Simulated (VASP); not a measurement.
A run of VASP 6.6.1 is set up as follows.

File INCAR:

```
SYSTEM = Si6O
ALGO = Normal ; DIPOL = 0.5 0.5 0.491
EDIFF = 1E-7 ; ENCUT = 520
GGA = PS ; IDIPOL = 3
ISIF = 2 ; ISMEAR = 0
ISPIN = 2 ; LASPH = .True.
LCHARG = .False. ; LDIPOL = .True.
LORBIT = 11 ; LREAL = .False.
LWAVE = .False. ; MAGMOM = 0 0 0 0 0 0 2
NBANDS = 28 ; NELM = 150
PREC = Accurate ; SIGMA = 0.05
```

Contents of KPOINTS:

```
k-points
0
Gamma
  9 9 1
  0 0 0
```

POSCAR

```
Si6O
1.0
    3.8417168278      0.0000000000      0.0000000000
   -1.9208584139      3.3270243670      0.0000000000
    0.0000000000      0.0000000000     26.0576844733
Si O
6 1
Direct
    0.3333333333      0.6666666667      0.3261993601
    0.0000000000      0.0000000000      0.3562936366
    0.0000000000      0.0000000000      0.4465764664
    0.6666666667      0.3333333333      0.4768028603
    0.6666666667      0.3333333333      0.5664988971
    0.3333333333      0.6666666667      0.6041544082
    0.3333333333      0.6666666667      0.6637435491
```

Potentials or basis: VASP PAW PBE potentials, release 64 (Si, O).

Command:

```bash
$ cat potpaw_PBE.64/Si/POTCAR potpaw_PBE.64/O/POTCAR > POTCAR
$ mpirun -np 1 vasp_std > vasp.out
```

Problem. Predict the largest force.

Solution. 0.682 eV/Å.

Problem. Predict the net moment.

Solution. 0.65 μB per cell.

Forces in eV/Å, atoms in the order of the input:
```
Si   0.000  0.000  0.529
Si   0.000  0.000 -0.682
Si   0.000  0.000  0.143
Si   0.000  0.000  0.000
Si   0.000  0.000  0.006
Si   0.000  0.000 -0.293
O    0.000  0.000  0.296
```

Caveat: a moment this small can come from the mesh or the smearing; the PAW data sets were made with another functional, which shifts forces and pressure a little.
